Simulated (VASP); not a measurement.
# HfO2 (Fm-3m) in VASP: a series of runs, part 3 of 3

VASP 6.6.1. Earlier steps stand in the parts before.

## (5) Relaxation of cell and atoms, LDA

This run uses another cell than the first one, of 11.15 Å³/atom.

File INCAR:

```
SYSTEM = HfO2
PREC = Accurate
ENCUT = 600
EDIFF = 1E-7
ISMEAR = -1
SIGMA = 0.02
LREAL = .FALSE.
LASPH = .TRUE.
NELM = 120
ALGO = Normal
ISIF = 3
LWAVE = .FALSE.
LCHARG = .FALSE.
IBRION = 2
NSW = 80
EDIFFG = -0.01
GGA_COMPAT = .FALSE.
NELMIN = 4
```

File KPOINTS:

```
regular mesh
0
G
  10 10 10
  0 0 0
```

File POSCAR:

```
HfO2
1.0
    0.0000000000      2.5575000000      2.5575000000
    2.5575000000      0.0000000000      2.5575000000
    2.5575000000      2.5575000000      0.0000000000
Hf O
1 2
Direct
    0.0000000000      0.0000000000      0.0000000000
    0.2500000000      0.2500000000      0.2500000000
    0.7500000000      0.7500000000      0.7500000000
```

Potentials or basis: VASP PAW LDA potentials, release 64 (Hf_pv, O).

The run is started by

```sh
$ cat potpaw_LDA.64/Hf_pv/POTCAR potpaw_LDA.64/O/POTCAR > POTCAR
$ mpirun -np 1 vasp_std > vasp.out
```

OUTCAR:

```text
SYSTEM = HfO2
   PREC = Accurate
   ENCUT = 600
   EDIFF = 1E-7
   ISMEAR = -1
   LREAL = .FALSE.
   LASPH = .TRUE.
   NELM = 120
   ISIF = 3
   IBRION = 2
   NSW = 80
   EDIFFG = -0.01
   NELMIN = 4

 ion  position               nearest neighbor table
   1  0.000  0.000  0.000-   3 2.21   3 2.21   3 2.21   2 2.21   3 2.21   2 2.21   2 2.21   2 2.21

   2  0.250  0.250  0.250-   1 2.21   1 2.21   1 2.21   1 2.21
   3  0.750  0.750  0.750-   1 2.21   1 2.21   1 2.21   1 2.21

  LATTYP: Found a face centered cubic cell.
 ALAT       =     5.1150000000

  Lattice vectors:

 A1 = (   0.0000000000,   2.5575000000,   2.5575000000)
 A2 = (   2.5575000000,   0.0000000000,   2.5575000000)
 A3 = (   2.5575000000,   2.5575000000,   0.0000000000)

Analysis of symmetry for initial positions (statically):
=====================================================================
 Subroutine PRICEL returns:
 Original cell was already a primitive cell.

 Routine SETGRP: Setting up the symmetry group for a
 face centered cubic supercell.

 Subroutine GETGRP returns: Found 48 space group operations
 (whereof 48 operations were pure point group operations)
 out of a pool of 48 trial point group operations.

The static configuration has the point symmetry O_h .

Analysis of symmetry for dynamics (positions and initial velocities):
=====================================================================
 Subroutine PRICEL returns:
 Original cell was already a primitive cell.

 Routine SETGRP: Setting up the symmetry group for a
 face centered cubic supercell.

 Subroutine GETGRP returns: Found 48 space group operations
 (whereof 48 operations were pure point group operations)
 out of a pool of 48 trial point group operations.

The dynamic configuration has the point symmetry O_h .

 Subroutine INISYM returns: Found 48 space group operations
 (whereof 48 operations are pure point group operations),
 and found     1 'primitive' translations

----------------------------------------------------------------------------------------

                                     Primitive cell

  volume of cell :      33.4562

  direct lattice vectors                    reciprocal lattice vectors
     0.000000000  2.557500000  2.557500000    -0.195503421  0.195503421  0.195503421
     2.557500000  0.000000000  2.557500000     0.195503421 -0.195503421  0.195503421
     2.557500000  2.557500000  0.000000000     0.195503421  0.195503421 -0.195503421

  length of vectors
     3.616851186  3.616851186  3.616851186     0.338621859  0.338621859  0.338621859

  position of ions in fractional coordinates (direct lattice)
     0.000000000  0.000000000  0.000000000
     0.250000000  0.250000000  0.250000000
     0.750000000  0.750000000  0.750000000

  ion indices of the primitive-cell ions
   primitive index   ion index
                 1           1
                 2           2
                 3           3

----------------------------------------------------------------------------------------

 KPOINTS: regular mesh

Automatic generation of k-mesh.
 Grid dimensions read from file:
[... 51 lines left out ...]
   dimension x,y,z NGXF=    60 NGYF=   60 NGZF=   60
   ions per type =               1   2
   NGX,Y,Z   is equivalent  to a cutoff of  13.79, 13.79, 13.79 a.u.
   NGXF,Y,Z  is equivalent  to a cutoff of  27.58, 27.58, 27.58 a.u.
 SYSTEM =  HfO2
   PREC   = accura    normal or accurate (medium, high low for compatibility)
   ISTART =      0    job   : 0-new  1-cont  2-samecut
   ICHARG =      2    charge: 1-file 2-atom 10-const
   ISPIN  =      1    spin polarized calculation?
   LNONCOLLINEAR =      F non collinear calculations
   LSORBIT =      F    spin-orbit coupling
   LASPH  =      T    aspherical Exc in radial PAW
   ENCUT  =  600.0 eV  44.10 Ry    6.64 a.u.   7.22  7.22  7.22*2*pi/ulx,y,z
   NELM   =    120;   NELMIN=  4; NELMDL= -5     # of ELM steps
   EDIFF  = 0.1E-06   stopping-criterion for ELM
   LREAL  =      F    real-space projection
   EDIFFG = -.1E-01   stopping-criterion for IOM
   NSW    =     80    number of steps for IOM
   IBRION =      2    ionic relax: 0-MD 1-quasi-New 2-CG
   NFREE  =      1    steps in history (QN), initial steepest desc. (CG)
   ISIF   =      3    stress and relaxation
   ISYM   =      2    0-nonsym 1-usesym 2-fastsym
   POTIM  = 0.5000    time-step for ionic-motion
   TEBEG  =    0.0;   TEEND  =   0.0 temperature during run
   PSTRESS=    0.0 pullay stress
   NELECT =      22.0000    total number of electrons
   NUPDOWN=      -1.0000    fix difference up-down
   EMIN   =  10.00;   EMAX   =-10.00  energy-range for DOS
   EFERMI =   0.00;   METHOD = LEGACY
   ISMEAR =    -1;   SIGMA  =   0.02  broadening in eV -4-tet -1-fermi 0-gaus
   EFERMI_NEDOS =   21; number of points for ismear=-14 and -15
   IALGO  =     38    algorithm
   IMIX   =      4    mixing-type and parameters
     AMIX     =   0.40;   BMIX     =  1.00
     AMIX_MAG =   1.60;   BMIX_MAG =  1.00
  volume/ion in A,a.u.               =      11.15        75.26
  Fermi-wavevector in a.u.,A,eV,Ry     =   1.423607  2.690227 27.574337  2.026657
  Thomas-Fermi vector in A             =   2.544186
   LORBIT       =      0    0 simple, 1 ext, 2 COOP (PROOUT), +10 PAW based schemes
   GGA     = CA    functional components
   LHFCALC =     F    Hartree Fock is set to
   AEXX    =    0.0000 exact exchange contribution
   IVDW    =     0    specifies the selected vdW correction
   LEPSILON=     F    determine dielectric tensor
   LRPA    =     F    only Hartree local field effects (RPA)
 conjugate gradient relaxation of ions
 non-spin polarized calculation
  energy-cutoff  :      600.00
  volume of cell :       33.46
 maximum number of plane-waves:      1139
 NGX is ok and might be reduce to    30
   NGX = 15   NGY = 15   NGZ = 15

--------------------------------------- Ionic step        1  -------------------------------------------

 number of electron      21.9999993 magnetization

 Free energy of the ion-electron system (eV)
  ---------------------------------------------------
  ext. energy  EPLUGINS =         0.00000000
  ---------------------------------------------------
  free energy    TOTEN  =       -32.91620176 eV

  energy without entropy =      -32.91620176  energy(sigma->0) =      -32.91620176

------------------------ aborting loop because EDIFF is reached ----------------------------------------

  FORCE on cell =-STRESS in cart. coord.  units (eV):
  Direction    XX          YY          ZZ          XY          YZ          ZX
  --------------------------------------------------------------------------------------
  -------------------------------------------------------------------------------------
  Total       -4.0877933     -4.0877933     -4.0877933      0.0000000      0.0000000     -0.0000000
  in kB     -195.7593832   -195.7593832   -195.7593832      0.0000000      0.0000000     -0.0000000
  external PRESSURE =    -195.7593832 kB  Pullay stress =       0.0000000 kB
[... 98 lines left out ...]
--------------------------------------- Ionic step        4  -------------------------------------------

 number of electron      22.0000003 magnetization

 Free energy of the ion-electron system (eV)
  ---------------------------------------------------
  ext. energy  EPLUGINS =         0.00000000
  ---------------------------------------------------
  free energy    TOTEN  =       -33.08555024 eV

  energy without entropy =      -33.08555024  energy(sigma->0) =      -33.08555024

 E-fermi :   5.0314     XC(G=0): -12.5934

 val. band max:        4.5288455810   @ k =   0.5000   0.5000   0.0000
 cond. band min:       8.2653023653   @ k =   0.5000   0.5000   0.0000
 fundamental gap:      3.7364567843
 Fermi energy:         5.0313641057

 k-point     1 :       0.0000    0.0000    0.0000
  band No.  band energies     occupation
      1     -24.7284      2.00000
      2     -24.7284      2.00000
      3     -24.7284      2.00000
      4     -14.2868      2.00000
      5     -10.8467      2.00000
      6      -1.2169      2.00000
      7      -1.2169      2.00000
      8      -1.2169      2.00000
      9       3.8894      2.00000
     10       3.8894      2.00000
     11       3.8894      2.00000
     12       8.3340      0.00000
     13       8.3340      0.00000
     14      10.6500      0.00000
[... 401 lines left out ...]
      2     -24.8766      2.00000
      3     -24.8544      2.00000
      4     -12.3293      2.00000
      5     -12.0740      2.00000
      6      -1.2808      2.00000
      7       0.2007      2.00000
      8       0.2009      2.00000
      9       3.0002      2.00000
     10       3.3688      2.00000
     11       3.3837      2.00000
     12       8.8152      0.00000
     13       9.6612      0.00000
     14      12.6944      0.00000
     15      13.0867      0.00000

 [... further k-points ...]
[... 5 lines left out ...]
  --------------------------------------------------------------------------------------
  -------------------------------------------------------------------------------------
  Total       -0.0238111     -0.0238111     -0.0238111      0.0000000     -0.0000000      0.0000000
  in kB       -1.2351270     -1.2351270     -1.2351270      0.0000000     -0.0000000      0.0000000
  external PRESSURE =      -1.2351270 kB  Pullay stress =       0.0000000 kB
[... 18 lines left out ...]
  FREE ENERGIE OF THE ION-ELECTRON SYSTEM (eV)
  ---------------------------------------------------
  free  energy   TOTEN  =       -33.0855502402 eV

  energy  without entropy=      -33.0855502402  energy(sigma->0) =      -33.08555024

 reached required accuracy - stopping structural energy minimisation
```

CONTCAR:

```text
HfO2
   1.00000000000000
     0.0000000000000000    2.4902890553519290    2.4902890553519290
     2.4902890553519290    0.0000000000000000    2.4902890553519290
     2.4902890553519290    2.4902890553519290    0.0000000000000000
  Hf              O
     1     2
Direct
     1.0000000000000000    1.0000000000000000    1.0000000000000000
     0.2500000000000000    0.2500000000000000    0.2500000000000000
     0.7500000000000000    0.7500000000000000    0.7500000000000000

  0.00000000E+00  0.00000000E+00  0.00000000E+00
  0.00000000E+00  0.00000000E+00  0.00000000E+00
  0.00000000E+00  0.00000000E+00  0.00000000E+00
```

It took 3 min on 1 thread of Intel Xeon 8259CL, shared host; peak memory 0.17 GiB.

What came out:

| Property | Result |
| --- | --- |
| Free energy | -33.0856 eV |
| Relaxed volume | 10.30 Å³/atom |
| Relaxed cell | a = 3.522 Å, b = 3.522 Å, c = 3.522 Å, α = 60.00°, β = 60.00°, γ = 60.00° |
| Space group after relaxing (to 0.1 Å) | Fm-3m (No. 225) |
| Energy gained by relaxing | 56.4 meV/atom |
| Ionic steps | 4 |
| Pressure after relaxing | -0.1 GPa |
| Band gap on the k mesh | 3.74 eV |

The path:
```tsv
step	energy change (eV)	largest force (eV/Å)	pressure (GPa)	volume (Å³)
1	0.0000	0.0000	-19.58	33.46
2	0.3009	0.0000	46.77	27.28
3	-0.1691	0.0000	-0.81	30.96
4	-0.1693	0.0000	-0.12	30.89
```

Final structure:
```xyz
3
Lattice="0.0000 2.4903 2.4903 2.4903 0.0000 2.4903 2.4903 2.4903 0.0000" Properties=species:S:1:pos:R:3 pbc="T T T"
Hf    4.9806    4.9806    4.9806
O     1.2451    1.2451    1.2451
O     3.7354    3.7354    3.7354
```

Caveat: spin-orbit coupling is left out, which moves the levels of the heavy elements. LDA usually gives volumes a few per cent too small.

## (6) Overview

```csv
task,level,potentials or basis,cell,gap on the mesh (eV),pressure (GPa),relaxed volume (Å³/atom)
single point,PBE,"VASP PAW PBE potentials, release 64 (Hf_pv, O)","a = 3.605 Å, angles 60.0°, 3 atoms",3.76,-3.9,-
relaxation of cell and atoms,PBE,"VASP PAW PBE potentials, release 64 (Hf_pv, O)","relaxed from a = 3.617 Å, angles 60.0°, 3 atoms",3.80,0.0,10.87
relaxation of cell and atoms,PBEsol,"VASP PAW PBE potentials, release 64 (Hf_pv, O)","relaxed from a = 3.617 Å, angles 60.0°, 3 atoms",3.75,0.0,10.53
relaxation of cell and atoms,LDA,"VASP PAW LDA potentials, release 64 (Hf_pv, O)","relaxed from a = 3.617 Å, angles 60.0°, 3 atoms",3.74,-0.1,10.30
```

Alike in all rows: no spin polarisation; k mesh 10 × 10 × 10; cutoff (eV) 600; smearing fermi-dirac 0.02 eV.

Caveats: spin-orbit coupling is left out, which moves the levels of the heavy elements; the cell stands under tension (at least some runs); the PAW data sets were made with another functional, which shifts forces and pressure a little (at least some runs).

Absolute energies hang on the potentials; compare differences alone.
